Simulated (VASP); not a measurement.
Sb3Au:

```
Sb Au
1.0
    -3.04000    3.04000    3.04000
     3.04000   -3.04000    3.04000
     3.04000    3.04000   -3.04000
Sb Au
3 1
Direct
  0.00000 0.50000 0.50000
  0.50000 0.00000 0.50000
  0.50000 0.50000 0.00000
  0.00000 0.00000 0.00000
```

- Program: VASP 6.6.1
- Task: relaxation of cell and atoms
- Functional: r2SCAN
- Potentials or basis: VASP PAW PBE potentials, release 64 (Sb, Au)
- Cutoff: 600 eV
- k mesh: 9 × 9 × 9
- Occupations: fermi-dirac, width 0.05 eV
- Spin: no spin polarisation

At the start: pressure -4.8 GPa; volume 28.09 Å³/atom.

Task: How do energy, volume and symmetry change on relaxing?

Result: Over 3 steps the energy falls by 35.8 meV/atom and the volume is 25.91 Å³/atom (-7.8 %); space group Im-3m (No. 229, to 0.1 Å) before and after.

Step by step:
| step | energy change (eV) | largest force (eV/Å) | pressure (GPa) | volume (Å³) |
| --- | --- | --- | --- | --- |
| 1 | 0.0000 | 0.0000 | -4.82 | 112.38 |
| 2 | -0.0956 | 0.0000 | 3.60 | 99.19 |
| 3 | -0.1432 | 0.0000 | -0.01 | 103.65 |

Final structure:
```cif
data_structure
_symmetry_space_group_name_H-M 'P 1'
_symmetry_Int_Tables_number 1
_cell_length_a 5.1254
_cell_length_b 5.1254
_cell_length_c 5.1254
_cell_angle_alpha 109.471
_cell_angle_beta 109.471
_cell_angle_gamma 109.471
_cell_volume 103.65
loop_
_atom_site_label
_atom_site_type_symbol
_atom_site_fract_x
_atom_site_fract_y
_atom_site_fract_z
_atom_site_occupancy
Sb1 Sb 0.00000 0.50000 0.50000 1
Sb2 Sb 0.50000 0.00000 0.50000 1
Sb3 Sb 0.50000 0.50000 0.00000 1
Au1 Au 0.00000 0.00000 0.00000 1
```

Caveat: the PAW data sets were made with another functional, which shifts forces and pressure a little.
